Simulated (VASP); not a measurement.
Runs of VASP 6.6.1 on Rb4S3. The structure is that of space group Pm-3m (No. 221), or close to it. The cells are those of the table. The cell was built from a structure type or drawn by symmetry, and may not be a known phase.

| task | cell | k mesh | cutoff (eV) | gap on the mesh (eV) | pressure (GPa) | relaxed volume (Å³/atom) |
| --- | --- | --- | --- | --- | --- | --- |
| single point | a = 6.644 Å, 7 atoms | 4 × 4 × 4 | 520 | none | 0.3 | - |
| relaxation of cell and atoms | relaxed from a = 6.254 Å, 7 atoms | 4 × 4 × 4 | 600 | none | 0.0 | 42.89 |
| single point | a = 6.696 Å, 7 atoms | 6 × 6 × 6 | 520 | none | 0.0 | - |
| relaxation of cell and atoms | relaxed from a = 6.644 Å, 7 atoms | 6 × 6 × 6 | 600 | none | 0.0 | 43.06 |
| single point | a = 6.254 Å, 7 atoms | 4 × 4 × 4 | 520 | none | (a) | - |

Alike in all rows: level PBE; potentials or basis VASP PAW PBE potentials, release 64 (Rb_sv, S); no spin polarisation; smearing gaussian 0.1 eV.

Fill in the values left out.

(a) 4.0.

Caveats: the volume moved by over 15 % at a fixed basis, so the end points are rough (at least some runs); the cell stands under pressure (at least some runs).

A k mesh can miss the band edges, and the runs leave out spin-orbit coupling on Rb.

A gap of «none» marks levels without a gap at the run's occupations.
